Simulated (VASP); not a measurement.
Write the native input for VASP 6.6.1 that does the following.

```
Task                   : single point
Functional             : PBE
Potentials or basis    : VASP PAW PBE potentials, release 64 (Ti_sv, Ni, C)
Cutoff                 : 520 eV
k mesh                 : 10 × 10 × 10
Occupations            : gaussian, width 0.1 eV
Spin                   : no spin polarisation
Dipole correction      : no
Further INCAR settings : ALGO = Normal; EDIFF = 1e-06; NBANDS = 31
```

The structure of TiNi3C lies in POSCAR:

```
TiNi3C
1.0
    3.7199305256      0.0000000000      0.0000000000
    0.0000000000      3.7199305256      0.0000000000
    0.0000000000      0.0000000000      3.9718096967
Ti Ni C
1 3 1
Direct
    0.0000000000      0.0000000000      0.9595682540
    0.5000000000      0.5000000000      0.0373161975
    0.0000000000      0.5000000000      0.4475895702
    0.5000000000      0.0000000000      0.4475895702
    0.5000000000      0.5000000000      0.5679364081
```

One way to write it, as run:

INCAR

```
SYSTEM = TiNi3C
ALGO = Normal
EDIFF = 1E-6
ENCUT = 520
GGA = PE
ISIF = 2
ISMEAR = 0
LASPH = .True.
LCHARG = .False.
LREAL = .False.
LWAVE = .False.
NBANDS = 31
NELM = 60
PREC = Accurate
SIGMA = 0.1
```

KPOINTS

```
k-points
0
Gamma
  10 10 10
  0 0 0
```

Potentials or basis: VASP PAW PBE potentials, release 64 (Ti_sv, Ni, C).

Run with:

```bash
$ cat potpaw_PBE.64/Ti_sv/POTCAR potpaw_PBE.64/Ni/POTCAR potpaw_PBE.64/C/POTCAR > POTCAR
$ mpirun -np 1 vasp_std > vasp.out
```

Results of the run:

```yaml
Pressure: 0.1 GPa
Largest_force: 0.030 eV/Å
Band_gap_on_the_k_mesh: zero (band 23 reaches 9.84 eV, above the bottom of band 24 at 9.15 eV)
```

Wall time 3.4 min on 1 thread of Intel(R) Xeon(R) Platinum 8488C (Sapphire Rapids), on a shared host, peak memory 0.31 GiB.
